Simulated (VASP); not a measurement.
## Tl: single point with PBE

Tl:

```xyz
1
Lattice="-1.4658 1.4658 1.4658 1.4658 -1.4658 1.4658 1.4658 1.4658 -1.4658" Properties=species:S:1:pos:R:3 pbc="T T T"
Tl    0.0000    0.0000    0.0000
```

This cell differs from its parent crystal: volume scaled by 0.4.

```yaml
Program: VASP 6.6.1
Task: single point
Functional: PBE
Potentials_or_basis: VASP PAW PBE potentials, release 64 (Tl_d)
Cutoff: 520 eV
k_mesh: 15 × 15 × 15
Occupations: fermi-dirac, width 0.08 eV
Spin: no spin polarisation
```

- Pressure: 296.3 GPa

Levels at points of the mesh, in eV from the Fermi level:
| k point | band 3 | band 4 | band 5 | band 6 | band 7 | band 8 | band 9 | band 10 |
| --- | --- | --- | --- | --- | --- | --- | --- | --- |
| (0.00, 0.00, 0.00) | -16.32 | -16.32 | -13.96 | -13.96 | 10.96 | 10.96 | 10.96 | 22.20 |

Wall time 11 s on 1 thread of Intel(R) Xeon(R) Platinum 8488C (Sapphire Rapids), with other jobs on the host, peak memory 0.13 GiB.

Caveat: spin-orbit coupling is left out, which moves the levels of the heavy elements.
